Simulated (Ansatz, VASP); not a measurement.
## Al6H: VASP beside Ansatz

```
CELL_PARAMETERS angstrom
5.71352 0.00000 0.00000
0.00000 5.71352 0.00000
0.00000 0.00000 22.17470
ATOMIC_POSITIONS crystal
Al 0.25000 0.25000 0.18039
Al 0.25000 0.75000 0.18039
Al 0.75000 0.25000 0.18039
Al 0.75000 0.75000 0.18039
Al 0.00000 0.00000 0.27441
Al 0.00000 0.50000 0.27441
Al 0.50000 0.00000 0.27441
Al 0.50000 0.50000 0.27441
Al 0.25000 0.25000 0.36865
Al 0.25000 0.75000 0.36865
Al 0.75000 0.25000 0.36865
Al 0.75000 0.75000 0.36865
H 0.00000 0.89665 0.53100
H 0.00000 0.10335 0.53100
```

Alike in both runs: task single point; functional PBE; k mesh 5 × 5 × 1; occupations gaussian, width 0.1 eV; no spin polarisation.

|  | VASP | Ansatz |
| --- | --- | --- |
| version | VASP 6.6.1 | Ansatz 0.2.0 |
| potentials or method | VASP PAW PBE potentials, release 64 (Al, H), cutoff 520 eV | scalar-relativistic, plane waves, PAW |
| valence electrons in the cell | 38 | 38 |

|  | VASP | Ansatz | Ansatz less VASP |
| --- | --- | --- | --- |
| gap on the k mesh at the Fermi level (eV) | none | none | - |
| rms of the force components (eV/Å) | 1.011 | 1.010 | -0.0002 |

Atom by atom the forces differ by 0.001 eV/Å (rms over components). A gap of «none» marks a metal or a gap that the smearing closes.
